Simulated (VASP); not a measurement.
A run of VASP 6.6.1:

File INCAR:

```
ALGO = Normal ; EDIFF = 1E-6
ENCUT = 500 ; GGA = PS
GGA_COMPAT = False ; ISIF = 2
ISMEAR = -1 ; LASPH = True
LCHARG = True ; LELF = True
LREAL = False ; LVHAR = True
LWAVE = False ; NBANDS = 16
NELM = 120 ; PREC = Accurate
SIGMA = 0.02
```

KPOINTS

```
k-points
0
Gamma
  6 6 6
```

Contents of POSCAR:

```
CdS
1.0
    3.3869086123      0.0000000000      0.0000000000
    0.0000000000      3.3869086123      0.0000000000
    0.0000000000      0.0000000000      3.3869086123
Cd S
1 1
Direct
    0.0000000000      0.0000000000      0.0000000000
    0.5000000000      0.5000000000      0.5000000000
```

Potentials or basis: VASP PAW PBE potentials, release 64 (Cd, S).

Run with:

```sh
$ cat potpaw_PBE.64/Cd/POTCAR potpaw_PBE.64/S/POTCAR > POTCAR
$ mpirun -np 1 vasp_std > vasp.out
```

Hardware: 1 thread of AMD EPYC 7R13 Processor (Zen 3) (shared host).

**Question.** Estimate the wall time of this run.

**Answer.** Wall time 10 s on 1 thread of AMD EPYC 7R13 Processor (Zen 3), on a shared host, peak memory 0.13 GiB. Counts: scf iterations 12, k points 20.
